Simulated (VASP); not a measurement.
SrTiO3: single point with PBE

The system is SrTiO3.

```
CELL_PARAMETERS angstrom
3.86794 0.00000 0.00000
0.00000 3.86794 0.00000
0.00000 0.00000 4.02020
ATOMIC_POSITIONS crystal
Sr 0.00000 0.00000 0.00000
Ti 0.50000 0.50000 0.50000
O 0.00000 0.50000 0.50000
O 0.50000 0.00000 0.50000
O 0.50000 0.50000 0.00000
```

```json
{
  "Program": "VASP 6.6.1",
  "Task": "single point",
  "Functional": "PBE",
  "Potentials or basis": "VASP PAW PBE potentials, release 64 (Sr_sv, Ti_sv, O)",
  "Cutoff": "520 eV",
  "k mesh": "7 × 7 × 7",
  "Occupations": "gaussian, width 0.02 eV",
  "Spin": "no spin polarisation",
  "Dipole correction": "no",
  "Further INCAR settings": "ALGO = Normal; EDIFF = 1e-06; NBANDS = 28"
}
```

```json
{
  "Pressure": "3.6 GPa",
  "Band gap on the k mesh": "1.86 eV (least direct gap 2.17 eV)"
}
```

Stress tensor (GPa, compression positive):
```
 6.40  0.00  0.00
 0.00  6.40  0.00
 0.00  0.00 -2.15
```

Levels at points of the mesh, in eV from the valence-band top:
```tsv
k point	band 16	band 17	band 18	band 19	band 20	band 21	band 22	band 23	band 24	band 25
(0.00, 0.00, 0.00)	-1.06	-1.06	-0.34	-0.30	-0.30	1.86	1.86	1.93	4.11	4.44
```

Run time: 58 s on 1 thread of Intel(R) Xeon(R) Platinum 8488C (Sapphire Rapids), on a shared host, peak memory 0.21 GiB.

Caveat: the cell stands under pressure; an odd mesh through Γ misses points on the zone boundary, where band edges can lie.
